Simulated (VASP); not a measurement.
V: single point with PBE

V:

```
V
1.0
    -1.46793    1.46793    1.46793
     1.46793   -1.46793    1.46793
     1.46793    1.46793   -1.46793
V
1
Cartesian
  0.0000 0.0000 0.0000
```

```json
{
 "Program": "VASP 6.6.1",
 "Task": "single point",
 "Functional": "PBE",
 "Potentials or basis": "VASP PAW PBE potentials, release 64 (V_sv)",
 "Cutoff": "520 eV",
 "k mesh": "51 × 51 × 51",
 "Occupations": "fermi-dirac, width 0.0612256 eV",
 "Spin": "no spin polarisation",
 "Dipole correction": "no",
 "Further INCAR settings": "ALGO = Normal; EDIFF = 1e-06; NBANDS = 12"
}
```

| Quantity | Value |
| --- | --- |
| Pressure | 13.0 GPa |

Levels at points of the mesh, in eV from the Fermi level:
```tsv
k point	band 3	band 4	band 5	band 6	band 7	band 8	band 9	band 10	band 11	band 12
(0.00, 0.00, 0.00)	-36.85	-36.85	-6.72	0.42	0.42	0.42	2.59	2.59	20.97	20.97
```

Wall time 2.2 min on 1 thread of Intel(R) Xeon(R) 6975P-C (Granite Rapids), on a shared host, peak memory 0.57 GiB.
